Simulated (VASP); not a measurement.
# TaN (P6_3/mmc) in VASP: notebook, part 2 of 3

VASP 6.6.1. The steps go on from the part before.

## (3) Electric field gradients, PBEsol (zz strain of -2 %)

Contents of INCAR:

```
PREC     = Accurate       # precision mode
ENCUT    = 520            # plane-wave cutoff, eV
EDIFF    = 1E-8           # SCF threshold, eV
ISMEAR   = -1             # smearing method
SIGMA    = 0.01           # smearing width, eV
LREAL    = F              # projectors in reciprocal space
LASPH    = T              # aspherical terms in the spheres
NELM     = 80             # most SCF steps
ALGO     = Normal         # electronic algorithm
ISIF     = 2              # what is computed and relaxed
LWAVE    = F              # write WAVECAR
LCHARG   = F              # write CHGCAR
GGA      = PS             # functional
LEFG     = T            
NBANDS   = 24             # bands
```

Contents of KPOINTS:

```
regular mesh
0
Gamma
  9 9 5
```

Contents of POSCAR:

```
TaN
1.0
    3.0480019786      0.0000000000      0.0000000000
   -1.5240009893      2.6396471442      0.0000000000
    0.0000000000      0.0000000000      4.8196400000
Ta N
2 2
Direct
    0.0000000000      0.0000000000      0.0000000000
    0.0000000000      0.0000000000      0.5000000000
    0.3333333333      0.6666666667      0.2500000000
    0.6666666667      0.3333333333      0.7500000000
```

Potentials or basis: VASP PAW PBE potentials, release 64 (Ta_pv, N).

The run is started by

```
$ cat potpaw_PBE.64/Ta_pv/POTCAR potpaw_PBE.64/N/POTCAR > POTCAR
$ mpirun -np 1 vasp_std > vasp.out
```

OUTCAR:

```text
PREC = Accurate
   ENCUT = 520
   EDIFF = 1E-8
   ISMEAR = -1
   LREAL = F
   LASPH = T
   NELM = 80
   ISIF = 2
   GGA = PS

 ion  position               nearest neighbor table
   1  0.000  0.000  0.000-   3 2.13   4 2.13   3 2.13   4 2.13   4 2.13   3 2.13   2 2.41   2 2.41

   2  0.000  0.000  0.500-   3 2.13   4 2.13   3 2.13   4 2.13   4 2.13   3 2.13   1 2.41   1 2.41

   3  0.333  0.667  0.250-   1 2.13   2 2.13   1 2.13   2 2.13   1 2.13   2 2.13
   4  0.667  0.333  0.750-   1 2.13   2 2.13   1 2.13   2 2.13   1 2.13   2 2.13

  LATTYP: Found a hexagonal cell.
 ALAT       =     3.0480019786
 C/A-ratio  =     1.5812456927

  Lattice vectors:

 A1 = (   3.0480019786,   0.0000000000,   0.0000000000)
 A2 = (  -1.5240009893,   2.6396471442,   0.0000000000)
 A3 = (   0.0000000000,   0.0000000000,   4.8196400000)

Analysis of symmetry for initial positions (statically):
=====================================================================
 Subroutine PRICEL returns:
 Original cell was already a primitive cell.
[... 854 lines left out ...]
      0.00000      0.00000      0.00000         0.000000      0.000000      0.000000
      0.00000      0.00000      2.40982         0.000000      0.000000      0.000000
     -0.00000      1.75976      1.20491        -0.000000      0.000000     -0.000000
      1.52400      0.87988      3.61473         0.000000      0.000000      0.000000
 -----------------------------------------------------------------------------------
    total drift:                               -0.000000      0.000000      0.000000

  FREE ENERGIE OF THE ION-ELECTRON SYSTEM (eV)
  ---------------------------------------------------
  free  energy   TOTEN  =       -43.7303212645 eV

  energy  without entropy=      -43.7277807204  energy(sigma->0) =      -43.72905099

 Electric field gradients (V/A^2)
---------------------------------------------------------------------
 ion       V_xx      V_yy      V_zz      V_xy      V_xz      V_yz
---------------------------------------------------------------------
   1      83.934    83.934  -167.868    -0.000     0.000    -0.000
   2      83.934    83.934  -167.868    -0.000    -0.000     0.000
   3      -3.089    -3.088     6.177     0.001     0.000     0.000
   4      -3.089    -3.088     6.177     0.001     0.000     0.000
---------------------------------------------------------------------

 Electric field gradients after diagonalization (V/A^2)
 (convention: |V_zz| > |V_xx| > |V_yy|)
----------------------------------------------------------------------
 ion       V_xx      V_yy      V_zz     asymmetry (V_yy - V_xx)/ V_zz
----------------------------------------------------------------------
   1      83.935    83.934  -167.868       0.000
   2      83.935    83.934  -167.868       0.000
   3      -3.089    -3.088     6.177       0.000
   4      -3.089    -3.088     6.177       0.000
----------------------------------------------------------------------

           NMR quadrupolar parameters

 Cq : quadrupolar parameter    Cq=e*Q*V_zz/h
 eta: asymmetry parameters     (V_yy - V_xx)/ V_zz
 Q  : nuclear electric quadrupole moment in mb (millibarn)
----------------------------------------------------------------------
 ion       Cq(MHz)       eta       Q (mb)
----------------------------------------------------------------------
   1      -0.406       0.000       1.000
   2      -0.406       0.000       1.000
   3       0.015       0.000       1.000
   4       0.015       0.000       1.000
----------------------------------------------------------------------
```

stdout:

```text
POSCAR found type information on POSCAR TaN
 POSCAR found :  2 types and       4 ions
 scaLAPACK will be used
 -----------------------------------------------------------------------------
|                                                                             |
|                                                                             |
|     You enforced a specific xc type in the INCAR file but a different       |
|     I HOPE YOU KNOW WHAT YOU ARE DOING!                                     |
|                                                                             |
 -----------------------------------------------------------------------------

 LDA part: xc-table for (Slater+PW92), standard interpolation
 POSCAR, INCAR and KPOINTS ok, starting setup
 FFT: planning ... GRIDC
 FFT: planning ... GRID_SOFT
 FFT: planning ... GRID
 WAVECAR not read
 entering main loop
ion   1

ion   2

ion   3

ion   4
```

It took 12 s on 1 thread of Intel Xeon 6975P-C (Granite Rapids), shared host; peak memory 0.17 GiB.

Results:

| Property | Result |
| --- | --- |
| Free energy | -43.7303 eV |
| Pressure | 64.0 GPa |
| Band gap on the k mesh | zero (band 16 reaches 10.76 eV, above the bottom of band 17 at 7.83 eV) |

Stress tensor (GPa, compression positive):
```
 32.34   0.00   0.00
  0.00  32.34   0.00
  0.00   0.00 127.27
```

Electric field gradients, principal values (V/Å²):
```csv
atom,least,middle,greatest (by size)
1 Ta,83.934,83.935,-167.868
2 Ta,83.934,83.935,-167.868
3 N,-3.088,-3.089,6.177
4 N,-3.088,-3.089,6.177
```

Caveat: the cell differs from its parent crystal (zz strain of -2 %); without QUAD_EFG the Cq values of the log hold for a quadrupole moment of 1 mb, not for the nuclei; the PAW data sets were made with another functional, which shifts forces and pressure a little; spin-orbit coupling is left out, which moves the levels of the heavy elements.

## (4) Electric field gradients, PBEsol (zz strain of -2 %)

Contents of INCAR:

```
SYSTEM = TaN
ALGO = Normal
EDIFF = 1E-8
ENCUT = 520
GGA = PS
ISIF = 2
ISMEAR = -1
LASPH = .TRUE.
LCHARG = .FALSE.
LEFG = .TRUE.
LREAL = .FALSE.
LWAVE = .FALSE.
NBANDS = 24
NELM = 60
PREC = Accurate
SIGMA = 0.01
```

Contents of KPOINTS:

```
k-points
0
G
  9 9 5
  0 0 0
```

POSCAR is that of step 3.

Potentials or basis: VASP PAW PBE potentials, release 64 (Ta_pv, N).

The run is started by

```
$ cat potpaw_PBE.64/Ta_pv/POTCAR potpaw_PBE.64/N/POTCAR > POTCAR
$ mpirun -np 1 vasp_std > vasp.out
```

OUTCAR:

```text
SYSTEM = TaN
   EDIFF = 1E-8
   ENCUT = 520
   GGA = PS
   ISIF = 2
   ISMEAR = -1
   LASPH = .TRUE.
   LREAL = .FALSE.
   NELM = 60
   PREC = Accurate

 ion  position               nearest neighbor table
   1  0.000  0.000  0.000-   3 2.13   4 2.13   3 2.13   4 2.13   4 2.13   3 2.13   2 2.41   2 2.41

   2  0.000  0.000  0.500-   3 2.13   4 2.13   3 2.13   4 2.13   4 2.13   3 2.13   1 2.41   1 2.41

   3  0.333  0.667  0.250-   1 2.13   2 2.13   1 2.13   2 2.13   1 2.13   2 2.13
   4  0.667  0.333  0.750-   1 2.13   2 2.13   1 2.13   2 2.13   1 2.13   2 2.13

  LATTYP: Found a hexagonal cell.
 ALAT       =     3.0480019786
 C/A-ratio  =     1.5812456927

  Lattice vectors:

 A1 = (   3.0480019786,   0.0000000000,   0.0000000000)
 A2 = (  -1.5240009893,   2.6396471442,   0.0000000000)
 A3 = (   0.0000000000,   0.0000000000,   4.8196400000)

Analysis of symmetry for initial positions (statically):
=====================================================================
 Subroutine PRICEL returns:
 Original cell was already a primitive cell.

 Routine SETGRP: Setting up the symmetry group for a
 hexagonal supercell.
[... 852 lines left out ...]
      0.00000      0.00000      2.40982         0.000000      0.000000      0.000000
     -0.00000      1.75976      1.20491        -0.000000      0.000000     -0.000000
      1.52400      0.87988      3.61473         0.000000      0.000000      0.000000
 -----------------------------------------------------------------------------------
    total drift:                               -0.000000      0.000000      0.000000

  FREE ENERGIE OF THE ION-ELECTRON SYSTEM (eV)
  ---------------------------------------------------
  free  energy   TOTEN  =       -43.7303212645 eV

  energy  without entropy=      -43.7277807204  energy(sigma->0) =      -43.72905099

 Electric field gradients (V/A^2)
---------------------------------------------------------------------
 ion       V_xx      V_yy      V_zz      V_xy      V_xz      V_yz
---------------------------------------------------------------------
   1      83.934    83.934  -167.868    -0.000     0.000    -0.000
   2      83.934    83.934  -167.868    -0.000    -0.000     0.000
   3      -3.089    -3.088     6.177     0.001     0.000     0.000
   4      -3.089    -3.088     6.177     0.001     0.000     0.000
---------------------------------------------------------------------

 Electric field gradients after diagonalization (V/A^2)
 (convention: |V_zz| > |V_xx| > |V_yy|)
----------------------------------------------------------------------
 ion       V_xx      V_yy      V_zz     asymmetry (V_yy - V_xx)/ V_zz
----------------------------------------------------------------------
   1      83.935    83.934  -167.868       0.000
   2      83.935    83.934  -167.868       0.000
   3      -3.089    -3.088     6.177       0.000
   4      -3.089    -3.088     6.177       0.000
----------------------------------------------------------------------

           NMR quadrupolar parameters

 Cq : quadrupolar parameter    Cq=e*Q*V_zz/h
 eta: asymmetry parameters     (V_yy - V_xx)/ V_zz
 Q  : nuclear electric quadrupole moment in mb (millibarn)
----------------------------------------------------------------------
 ion       Cq(MHz)       eta       Q (mb)
----------------------------------------------------------------------
   1      -0.406       0.000       1.000
   2      -0.406       0.000       1.000
   3       0.015       0.000       1.000
   4       0.015       0.000       1.000
----------------------------------------------------------------------
```

OSZICAR:

```text
N       E                     dE             d eps       ncg     rms          rms(c)
DAV:   1     0.272023007490E+03    0.27202E+03   -0.17434E+04  1728   0.143E+03
DAV:   2    -0.350120955384E+02   -0.30704E+03   -0.29205E+03  2048   0.420E+02
DAV:   3    -0.484916375371E+02   -0.13480E+02   -0.13242E+02  2176   0.854E+01
DAV:   4    -0.486476885904E+02   -0.15605E+00   -0.15573E+00  1904   0.928E+00
DAV:   5    -0.486499522126E+02   -0.22636E-02   -0.22624E-02  2240   0.889E-01    0.431E+01
DAV:   6    -0.439464125449E+02    0.47035E+01   -0.16871E+01  2064   0.292E+01    0.199E+01
DAV:   7    -0.437833740721E+02    0.16304E+00   -0.10698E+00  1928   0.742E+00    0.113E+01
DAV:   8    -0.437372084675E+02    0.46166E-01   -0.12063E-01  2112   0.253E+00    0.135E+00
DAV:   9    -0.437306135522E+02    0.65949E-02   -0.21744E-02  2016   0.927E-01    0.471E-01
DAV:  10    -0.437304041675E+02    0.20938E-03   -0.23599E-03  2088   0.376E-01    0.916E-02
DAV:  11    -0.437303223103E+02    0.81857E-04   -0.17711E-04  2080   0.102E-01    0.161E-02
DAV:  12    -0.437303218944E+02    0.41582E-06   -0.75089E-06  2120   0.172E-02    0.546E-03
DAV:  13    -0.437303214012E+02    0.49320E-06   -0.17182E-07  2096   0.290E-03    0.268E-03
DAV:  14    -0.437303212628E+02    0.13848E-06   -0.35625E-08  1840   0.137E-03    0.551E-04
DAV:  15    -0.437303212645E+02   -0.17517E-08   -0.54683E-09  1208   0.484E-04
   1 F= -.43730321E+02 E0= -.43729051E+02  d E =-.254054E-02
```

stdout:

```text
POSCAR found type information on POSCAR TaN
 POSCAR found :  2 types and       4 ions
 scaLAPACK will be used
 -----------------------------------------------------------------------------
|                                                                             |
|                                                                             |
|     You enforced a specific xc type in the INCAR file but a different       |
|     I HOPE YOU KNOW WHAT YOU ARE DOING!                                     |
|                                                                             |
 -----------------------------------------------------------------------------

 LDA part: xc-table for (Slater+PW92), standard interpolation
 POSCAR, INCAR and KPOINTS ok, starting setup
 FFT: planning ... GRIDC
 FFT: planning ... GRID_SOFT
 FFT: planning ... GRID
 WAVECAR not read
 entering main loop
ion   1

ion   2

ion   3

ion   4
```

Wall time 12 s (1 thread of Intel Xeon 6975P-C (Granite Rapids), shared host); peak memory 0.17 GiB.

Results:

- Free energy: -43.7303 eV
- Pressure: 64.0 GPa
- Band gap on the k mesh: zero (band 16 reaches 10.76 eV, above the bottom of band 17 at 7.83 eV)

Electric field gradients, principal values (V/Å²):
```tsv
atom	least	middle	greatest (by size)
1 Ta	83.934	83.935	-167.868
2 Ta	83.934	83.935	-167.868
3 N	-3.088	-3.089	6.177
4 N	-3.088	-3.089	6.177
```

Caveat: the cell differs from its parent crystal (zz strain of -2 %); without QUAD_EFG the Cq values of the log hold for a quadrupole moment of 1 mb, not for the nuclei; the PAW data sets were made with another functional, which shifts forces and pressure a little; spin-orbit coupling is left out, which moves the levels of the heavy elements.

(Part 2 of 3 ends here.)
